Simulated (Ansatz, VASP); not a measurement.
Sn3S5: VASP beside Ansatz

```
Sn S
1.0
     3.77682    0.00000    0.00000
     0.00000    3.69965    0.00000
     0.00000    0.00000   13.39375
Sn S
3 5
Direct
  0.00000 0.50000 0.80555
  0.00000 0.50000 0.19445
  0.50000 0.50000 0.50000
  0.00000 0.00000 0.50000
  0.00000 0.00000 0.00000
  0.50000 0.50000 0.00000
  0.50000 0.00000 0.73116
  0.50000 0.00000 0.26884
```

Change from the starting cell: species swapped into the Ti3Al5 type (Pmmm, No. 47).

Alike in both runs: functional PBE; k mesh 4 × 4 × 2; occupations gaussian, width 0.2 eV; no spin polarisation.

Ansatz relaxed the structure, and its values are those at the end. VASP's run is a single point on that final structure, the one shown.

```csv
,VASP,Ansatz
version,VASP 6.6.1,Ansatz 0.2.0
potentials or method,"VASP PAW PBE potentials, release 64 (Sn_d, S), cutoff 520 eV","scalar-relativistic, plane waves, PAW"
valence electrons in the cell,72,72
```

```csv
,VASP,Ansatz,Ansatz less VASP
gap on the k mesh at the Fermi level (eV),none,none,-
pressure (GPa),0.1,0.2,+0.06
rms of the force components (eV/Å),0.015,0.016,+0.0007
```

A gap of «none» marks a metal or a gap that the smearing closes. The functional is the same, so the differences come from potentials, cutoffs and numerics.

The k mesh is coarse, so the values compare programs but aren't converged.
